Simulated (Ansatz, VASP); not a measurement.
**AlGeSbH2: VASP beside Ansatz**

```
Al Ge Sb H
1.0
     4.94155    0.00000    0.00000
    -2.47077    4.27951    0.00000
     0.00000    0.00000    5.39382
Al Ge Sb H
1 1 1 2
Direct
  0.66667 0.33333 0.50000
  0.33333 0.66667 0.00000
  0.66667 0.33333 0.00000
  0.00000 0.00000 0.57043
  0.00000 0.00000 0.42957
```

Alike in both runs: functional PBE; k mesh 3 × 3 × 2; occupations gaussian, width 0.15 eV; no spin polarisation.

Ansatz relaxed the structure, and its values are those at the end. VASP's run is a single point on that final structure, the one shown.

|  | VASP | Ansatz |
| --- | --- | --- |
| version | VASP 6.6.1 | Ansatz 0.2.0 |
| potentials or method | VASP PAW PBE potentials, release 64 (Al, Ge_d, Sb, H), cutoff 500 eV | scalar-relativistic, plane waves, PAW |
| valence electrons in the cell | 24 | 34 |

VASP gave:

| Property | Result |
| --- | --- |
| gap on the k mesh at the Fermi level (eV) | none |
| pressure (GPa) | 0.0 |
| rms of the force components (eV/Å) | 0.014 |

Question: Which values does Ansatz return?

Answer: gap on the k mesh at the Fermi level (eV): none; pressure (GPa): 0.0; rms of the force components (eV/Å): 0.012.

A gap of «none» marks a metal or a gap that the smearing closes. VASP's potentials hold 24 valence electrons a cell and Ansatz's 34, so a difference there can come from the potentials and not from the codes.

The k mesh is coarse, so the values compare programs but aren't converged. Neither program's run includes spin-orbit coupling.
